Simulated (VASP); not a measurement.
# Co in VASP: further runs

Co is run at these levels: PBEsol; tasks: single point.

All numbers are computed with VASP 6.6.1; they aren't measurements. Logs are shortened: lines on timing, memory, paths and dates and some standing lists are left out, and cuts for length are marked.

## Step 1: The cell of the first run

It takes space group Im-3m (No. 229, cubic). Conventional cell: a = 2.723 Å, b = 2.723 Å, c = 2.723 Å, α = 90.00°, β = 90.00°, γ = 90.00°. Within 3.1 Å of Co (site symmetry m-3m) lie 14 Co at 2.36 to 2.72 Å.

This isn't the form of Co at room conditions, which is hcp.

## Step 2: Single point, PBEsol

INCAR

```
SYSTEM = Co
PREC = Accurate
ENCUT = 690
EDIFF = 1E-6
ISMEAR = 0
SIGMA = 0.1
LREAL = .FALSE.
LASPH = .TRUE.
NELM = 120
ALGO = Normal
ISIF = 2
LWAVE = .FALSE.
LCHARG = .FALSE.
GGA = PS
NBANDS = 14
GGA_COMPAT = .FALSE.
```

KPOINTS

```
regular mesh
0
G
  28 28 28
  0 0 0
```

POSCAR

```
Co
1.0
   -1.3616542872      1.3616542872      1.3616542872
    1.3616542872     -1.3616542872      1.3616542872
    1.3616542872      1.3616542872     -1.3616542872
Co
1
Direct
    0.0000000000      0.0000000000      0.0000000000
```

Potentials or basis: VASP PAW PBE potentials, release 64 (Co_sv).

The run is started by

```
$ cat potpaw_PBE.64/Co_sv/POTCAR > POTCAR
$ mpirun -np 1 vasp_std > vasp.out
```

OUTCAR:

```text
SYSTEM = Co
   PREC = Accurate
   ENCUT = 690
   EDIFF = 1E-6
   ISMEAR = 0
   LREAL = .FALSE.
   LASPH = .TRUE.
   NELM = 120
   ISIF = 2
   GGA = PS

 ion  position               nearest neighbor table
   1  0.000  0.000  0.000-

  LATTYP: Found a body centered cubic cell.
 ALAT       =     2.7233085744

  Lattice vectors:

 A1 = (  -1.3616542872,   1.3616542872,   1.3616542872)
 A2 = (   1.3616542872,  -1.3616542872,   1.3616542872)
 A3 = (   1.3616542872,   1.3616542872,  -1.3616542872)

Analysis of symmetry for initial positions (statically):
=====================================================================
 Subroutine PRICEL returns:
 Original cell was already a primitive cell.

 Routine SETGRP: Setting up the symmetry group for a
 body centered cubic supercell.

 Subroutine GETGRP returns: Found 48 space group operations
 (whereof 48 operations were pure point group operations)
 out of a pool of 48 trial point group operations.

The static configuration has the point symmetry O_h .

Analysis of symmetry for dynamics (positions and initial velocities):
=====================================================================
 Subroutine PRICEL returns:
 Original cell was already a primitive cell.

 Routine SETGRP: Setting up the symmetry group for a
 body centered cubic supercell.

 Subroutine GETGRP returns: Found 48 space group operations
 (whereof 48 operations were pure point group operations)
 out of a pool of 48 trial point group operations.

The dynamic configuration has the point symmetry O_h .

 Subroutine INISYM returns: Found 48 space group operations
 (whereof 48 operations are pure point group operations),
 and found     1 'primitive' translations

----------------------------------------------------------------------------------------

                                     Primitive cell

  volume of cell :      10.0986

  direct lattice vectors                    reciprocal lattice vectors
    -1.361654287  1.361654287  1.361654287     0.000000000  0.367200401  0.367200401
     1.361654287 -1.361654287  1.361654287     0.367200401  0.000000000  0.367200401
     1.361654287  1.361654287 -1.361654287     0.367200401  0.367200401  0.000000000

  length of vectors
     2.358454408  2.358454408  2.358454408     0.519299787  0.519299787  0.519299787

[... 83 lines left out ...]
   NFREE  =      0    steps in history (QN), initial steepest desc. (CG)
   ISIF   =      2    stress and relaxation
   ISYM   =      2    0-nonsym 1-usesym 2-fastsym
   POTIM  = 0.5000    time-step for ionic-motion
   TEBEG  =    0.0;   TEEND  =   0.0 temperature during run
   PSTRESS=    0.0 pullay stress
   NELECT =      17.0000    total number of electrons
   NUPDOWN=      -1.0000    fix difference up-down
   EMIN   =  10.00;   EMAX   =-10.00  energy-range for DOS
   EFERMI =   0.00;   METHOD = LEGACY
   ISMEAR =     0;   SIGMA  =   0.10  broadening in eV -4-tet -1-fermi 0-gaus
   EFERMI_NEDOS =   21; number of points for ismear=-14 and -15
   IALGO  =     38    algorithm
   IMIX   =      4    mixing-type and parameters
     AMIX     =   0.40;   BMIX     =  1.00
     AMIX_MAG =   1.60;   BMIX_MAG =  1.00
  volume/ion in A,a.u.               =      10.10        68.15
  Fermi-wavevector in a.u.,A,eV,Ry     =   1.947471  3.680186 51.602033  3.792642
  Thomas-Fermi vector in A             =   2.975702
   LORBIT       =      0    0 simple, 1 ext, 2 COOP (PROOUT), +10 PAW based schemes
   GGA     = PS    functional components
   LHFCALC =     F    Hartree Fock is set to
   AEXX    =    0.0000 exact exchange contribution
   IVDW    =     0    specifies the selected vdW correction
   LEPSILON=     F    determine dielectric tensor
   LRPA    =     F    only Hartree local field effects (RPA)
 non-spin polarized calculation
 Gauss-broadening in eV      SIGMA  =   0.10
  energy-cutoff  :      690.00
  volume of cell :       10.10
 maximum number of plane-waves:       432
   NGX = 11   NGY = 11   NGZ = 11

 number of electron      16.9999970 magnetization

 Free energy of the ion-electron system (eV)
  ---------------------------------------------------
  ext. energy  EPLUGINS =         0.00000000
  ---------------------------------------------------
  free energy    TOTEN  =        -7.40843306 eV

  energy without entropy =       -7.38755053  energy(sigma->0) =       -7.39799179

 E-fermi :  12.8710     XC(G=0): -14.5672

 val. band max:       12.8687972831   @ k =   0.1786   0.1429  -0.0000
 cond. band min:      12.8716687145   @ k =   0.3571   0.1786   0.0714
 fundamental gap:      0.0028714314
 Fermi energy:        12.8710346345

 k-point     1 :       0.0000    0.0000    0.0000
  band No.  band energies     occupation
      1     -81.8375      2.00000
      2     -44.9950      2.00000
      3     -44.9950      2.00000
      4     -44.9950      2.00000
      5       3.5641      2.00000
      6      10.9138      2.00000
      7      10.9138      2.00000
      8      10.9138      2.00000
      9      12.5959      1.99990
     10      12.5959      1.99990
     11      39.1677      0.00000
     12      39.1677      0.00000
     13      39.1677      0.00000
     14      45.0781      0.00000
[... 377 lines left out ...]
      1     -81.7722      2.00000
      2     -45.3333      2.00000
      3     -45.1085      2.00000
      4     -44.9965      2.00000
      5       7.3803      2.00000
      6       9.9681      2.00000
      7      11.0013      2.00000
      8      12.4341      2.00000
      9      12.7653      1.86535
     10      13.1197      0.00044
     11      25.5629      0.00000
     12      33.3592      0.00000
     13      35.9514      0.00000
     14      38.4779      0.00000

 [... further k-points ...]

------------------------ aborting loop because EDIFF is reached ----------------------------------------

  FORCE on cell =-STRESS in cart. coord.  units (eV):
  Direction    XX          YY          ZZ          XY          YZ          ZX
  --------------------------------------------------------------------------------------
  -------------------------------------------------------------------------------------
  Total       -0.0599041     -0.0599041     -0.0599041     -0.0000000      0.0000000      0.0000000
  in kB       -9.5040076     -9.5040076     -9.5040076     -0.0000000      0.0000000      0.0000000
  external PRESSURE =      -9.5040076 kB  Pullay stress =       0.0000000 kB

 VOLUME and BASIS-vectors are now :
 -----------------------------------------------------------------------------
  energy-cutoff  :      690.00
  volume of cell :       10.10
      direct lattice vectors                 reciprocal lattice vectors
    -1.361654287  1.361654287  1.361654287     0.000000000  0.367200401  0.367200401
     1.361654287 -1.361654287  1.361654287     0.367200401  0.000000000  0.367200401
     1.361654287  1.361654287 -1.361654287     0.367200401  0.367200401  0.000000000

 POSITION                                       TOTAL-FORCE (eV/Angst)
 -----------------------------------------------------------------------------------
      0.00000      0.00000      0.00000        -0.000000     -0.000000      0.000000
 -----------------------------------------------------------------------------------
    total drift:                                0.000000     -0.000000      0.000000

  FREE ENERGIE OF THE ION-ELECTRON SYSTEM (eV)
  ---------------------------------------------------
  free  energy   TOTEN  =        -7.4084330566 eV

  energy  without entropy=       -7.3875505327  energy(sigma->0) =       -7.39799179
```

It took 65 s on 1 thread of Intel Xeon Platinum 8488C (Sapphire Rapids), shared host; peak memory 0.22 GiB.

What came out:

```
Free energy            : -7.4084 eV
Pressure               : -1.0 GPa
Band gap on the k mesh : zero (an odd number of electrons rules out a gap without spin polarisation)
```

Caveat: the PAW data sets were made with another functional, which shifts forces and pressure a little; the run has no spin polarisation, though such a crystal can be magnetic.

## Step 3: Single point, PBEsol

This run uses another cell than the first one: it holds 3 atoms, not 1.

Changes to INCAR since step 2:

```diff
@@ -12,5 +12,7 @@
 LWAVE = .FALSE.
-LCHARG = .FALSE.
+LCHARG = .TRUE.
 GGA = PS
-NBANDS = 14
+LELF = .TRUE.
+LVHAR = .TRUE.
+NBANDS = 32
 GGA_COMPAT = .FALSE.
```

KPOINTS

```
Automatic mesh
0
G
  6 6 6
  0 0 0
```

POSCAR

```
Co
1.0
    3.8470883069      0.0000000000      0.0000000000
   -1.9235441535      3.3316762044      0.0000000000
    0.0000000000      0.0000000000      2.3668861341
Co
3
Direct
    0.3333635528      0.0000000000      0.3333333333
    0.0000000000      0.3333635528      0.6666666667
    0.6666364472      0.6666364472      0.0000000000
```

Potentials or basis: VASP PAW PBE potentials, release 64 (Co_sv).

The run is started by

```
$ cat potpaw_PBE.64/Co_sv/POTCAR > POTCAR
$ mpirun -np 1 vasp_std > vasp.out
```

OUTCAR:

```text
SYSTEM = Co
   PREC = Accurate
   ENCUT = 690
   EDIFF = 1E-6
   ISMEAR = 0
   LREAL = .FALSE.
   LASPH = .TRUE.
   NELM = 120
   ISIF = 2
   GGA = PS

 ion  position               nearest neighbor table
   1  0.333  0.000  0.333-   3 2.36   3 2.36   2 2.36   2 2.36   3 2.36   2 2.36
   2  0.000  0.333  0.667-   3 2.36   3 2.36   1 2.36   1 2.36   3 2.36   1 2.36
   3  0.667  0.667  0.000-   2 2.36   1 2.36   2 2.36   1 2.36   1 2.36   2 2.36

  LATTYP: Found a hexagonal cell.
 ALAT       =     3.8470883069
 C/A-ratio  =     0.6152409161

  Lattice vectors:

 A1 = (   3.8470883069,   0.0000000000,   0.0000000000)
 A2 = (  -1.9235441535,   3.3316762044,   0.0000000000)
 A3 = (   0.0000000000,   0.0000000000,   2.3668861341)

Analysis of symmetry for initial positions (statically):
=====================================================================
 Subroutine PRICEL returns:
 Original cell was already a primitive cell.

 Routine SETGRP: Setting up the symmetry group for a
 hexagonal supercell.

 Subroutine GETGRP returns: Found  6 space group operations
 (whereof  2 operations were pure point group operations)
 out of a pool of 24 trial point group operations.

[... 166 lines left out ...]

 E-fermi :  12.8706     XC(G=0): -14.5563

 val. band max:       12.8701518679   @ k =   0.3333   0.0000   0.3333
 cond. band min:      12.8751365324   @ k =   0.1667   0.1667   0.3333
 fundamental gap:      0.0049846646
 Fermi energy:        12.8706278131

 k-point     1 :       0.0000    0.0000    0.0000
  band No.  band energies     occupation
      1     -81.8361      2.00000
      2     -81.7401      2.00000
      3     -81.7401      2.00000
      4     -45.3086      2.00000
      5     -45.3084      2.00000
      6     -45.3084      2.00000
[... 829 lines left out ...]
     31      21.4577      0.00000
     32      24.3761      0.00000

 [... further k-points ...]

------------------------ aborting loop because EDIFF is reached ----------------------------------------

  FORCE on cell =-STRESS in cart. coord.  units (eV):
  Direction    XX          YY          ZZ          XY          YZ          ZX
  --------------------------------------------------------------------------------------
  -------------------------------------------------------------------------------------
  Total       -0.2108679     -0.2108679     -0.2413964      0.0000000      0.0000000     -0.0000000
  in kB      -11.1364994    -11.1364994    -12.7487919      0.0000000      0.0000000     -0.0000000
  external PRESSURE =     -11.6739302 kB  Pullay stress =       0.0000000 kB

 VOLUME and BASIS-vectors are now :
 -----------------------------------------------------------------------------
  energy-cutoff  :      690.00
  volume of cell :       30.34
      direct lattice vectors                 reciprocal lattice vectors
     3.847088307  0.000000000  0.000000000     0.259936846  0.150074608  0.000000000
    -1.923544153  3.331676204  0.000000000     0.000000000  0.300149216  0.000000000
     0.000000000  0.000000000  2.366886134     0.000000000  0.000000000  0.422496032

 POSITION                                       TOTAL-FORCE (eV/Angst)
 -----------------------------------------------------------------------------------
      1.28248      0.00000      0.78896        -0.000892      0.000000     -0.000000
     -0.64124      1.11066      1.57792         0.000446     -0.000773      0.000000
      1.28230      2.22102      0.00000         0.000446      0.000773      0.000000
 -----------------------------------------------------------------------------------
    total drift:                               -0.000000     -0.000001     -0.000000

  FREE ENERGIE OF THE ION-ELECTRON SYSTEM (eV)
  ---------------------------------------------------
  free  energy   TOTEN  =       -22.1651347938 eV

  energy  without entropy=      -22.0980168983  energy(sigma->0) =      -22.13157585
```

OSZICAR:

```text
N       E                     dE             d eps       ncg     rms          rms(c)
DAV:   1     0.123900578190E+04    0.12390E+04   -0.32896E+04  2704   0.590E+03
DAV:   2     0.140873660805E+03   -0.10981E+04   -0.10690E+04  2960   0.135E+03
DAV:   3    -0.201872672890E+02   -0.16106E+03   -0.15786E+03  3200   0.544E+02
DAV:   4    -0.261093880903E+02   -0.59221E+01   -0.58767E+01  3128   0.100E+02
DAV:   5    -0.264660539703E+02   -0.35667E+00   -0.35650E+00  3312   0.273E+01    0.222E+01
DAV:   6    -0.231024578699E+02    0.33636E+01   -0.37043E+01  3128   0.133E+02    0.128E+01
DAV:   7    -0.221900281795E+02    0.91243E+00   -0.54522E+00  2816   0.551E+01    0.202E+00
DAV:   8    -0.221714686631E+02    0.18560E-01   -0.14928E-01  3112   0.550E+00    0.771E-01
DAV:   9    -0.221651693684E+02    0.62993E-02   -0.12343E-02  3264   0.274E+00    0.168E-01
DAV:  10    -0.221651376920E+02    0.31676E-04   -0.69284E-04  3016   0.418E-01    0.679E-02
DAV:  11    -0.221651342612E+02    0.34308E-05   -0.53806E-05  3072   0.143E-01    0.106E-02
DAV:  12    -0.221651347938E+02   -0.53252E-06   -0.19693E-06  1976   0.364E-02
   1 F= -.22165135E+02 E0= -.22131576E+02  d E =-.671179E-01
```

stdout:

```text
POSCAR found type information on POSCAR Co
 POSCAR found :  1 types and       3 ions
 scaLAPACK will be used
 -----------------------------------------------------------------------------
|                                                                             |
|                                                                             |
|     You enforced a specific xc type in the INCAR file but a different       |
|     I HOPE YOU KNOW WHAT YOU ARE DOING!                                     |
|                                                                             |
 -----------------------------------------------------------------------------

 LDA part: xc-table for (Slater+PW92), standard interpolation
 POSCAR, INCAR and KPOINTS ok, starting setup
 FFT: planning ... GRIDC
 FFT: planning ... GRID_SOFT
 FFT: planning ... GRID
 WAVECAR not read
 entering main loop
```

It took 22 s on 1 thread of Intel Xeon Platinum 8488C (Sapphire Rapids), shared host; peak memory 0.18 GiB.

What came out:

```yaml
Free_energy: -22.1651 eV
Pressure: -1.2 GPa
Band_gap_on_the_k_mesh: zero (an odd number of electrons rules out a gap without spin polarisation)
```

Levels at points of the mesh, in eV from the Fermi level:
| k point | band 22 | band 23 | band 24 | band 25 | band 26 | band 27 | band 28 | band 29 | band 30 | band 31 |
| --- | --- | --- | --- | --- | --- | --- | --- | --- | --- | --- |
| (0.00, 0.00, 0.00) | -1.91 | -0.28 | -0.28 | -0.11 | -0.11 | -0.11 | -0.11 | 7.36 | 7.37 | 7.37 |
| (0.50, 0.00, 0.00) | -0.69 | -0.32 | -0.14 | -0.14 | -0.07 | 0.08 | 0.08 | 0.28 | 0.98 | 8.10 |
| (0.00, 0.00, 0.50) | -0.15 | -0.15 | -0.15 | 0.68 | 0.69 | 0.69 | 2.50 | 2.50 | 10.44 | 10.44 |
| (0.50, 0.00, 0.50) | -0.51 | -0.32 | -0.05 | 0.22 | 0.36 | 0.36 | 0.98 | 4.52 | 4.52 | 8.03 |

Caveat: the k points lie up to 0.44 Å⁻¹ apart, too coarse for converged energies and pressures of a metal; the PAW data sets were made with another functional, which shifts forces and pressure a little; the run has no spin polarisation, though such a crystal can be magnetic. Spin polarisation is off, so any magnetic state and its effect on volume and gap are missing.
